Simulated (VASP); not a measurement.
Here is a VASP 6.6.1 calculation.

POSCAR

```
Se
1.0
    4.0374240000      0.0000000000      0.0000000000
   -2.0187120000      3.4965110000      0.0000000000
    0.0000000000      0.0000000000      5.1229070000
Se
3
Direct
    0.2487610000      0.0000000000      0.3333330000
    0.0000000000      0.2487610000      0.6666670000
    0.7512390000      0.7512390000      0.0000000000
```

The input INCAR.step1:

```
  PREC = Accurate
  ENCUT = 520
  EDIFF = 1E-5
  ISMEAR = -1
  SIGMA = 0.05
  LREAL = False
  LASPH = True
  NELM = 100
  ALGO = Normal
  ISIF = 2
  LWAVE = True
  LCHARG = False
  GGA = PE
  NBANDS = 16
  LUSENCCL = False
```

The input INCAR.step2:

```
  PREC = Accurate
  ENCUT = 520
  EDIFF = 1E-7
  ISMEAR = -1
  SIGMA = 0.05
  LREAL = False
  LASPH = True
  NELM = 100
  ALGO = Normal
  ISIF = 2
  LWAVE = False
  LCHARG = False
  GGA = PE
  LHFCALC = True
  HFSCREEN = 0.2079
  PRECFOCK = Normal
  ISTART = 1
  NBANDS = 16
  LUSENCCL = False
```

The input KPOINTS:

```
Automatic mesh
0
Gamma
  6 6 5
```

Potentials or basis: VASP PAW PBE potentials, release 64 (Se).

Launch:

```bash
$ cat potpaw_PBE.64/Se/POTCAR > POTCAR
$ cp INCAR.step1 INCAR
$ mpirun -np 1 vasp_std > vasp.out
$ cp INCAR.step2 INCAR
$ mpirun -np 1 vasp_std > vasp.out
```

(1) Predict the band gap on the k mesh.

(2) Estimate the largest force.

(3) Estimate the pressure.

Results:

(1) 1.65 eV.

(2) 0.574 eV/Å.

(3) 0.5 GPa.

Caveat: the PAW data sets were made with another functional, which shifts forces and pressure a little; an odd mesh through Γ misses points on the zone boundary, where band edges can lie.
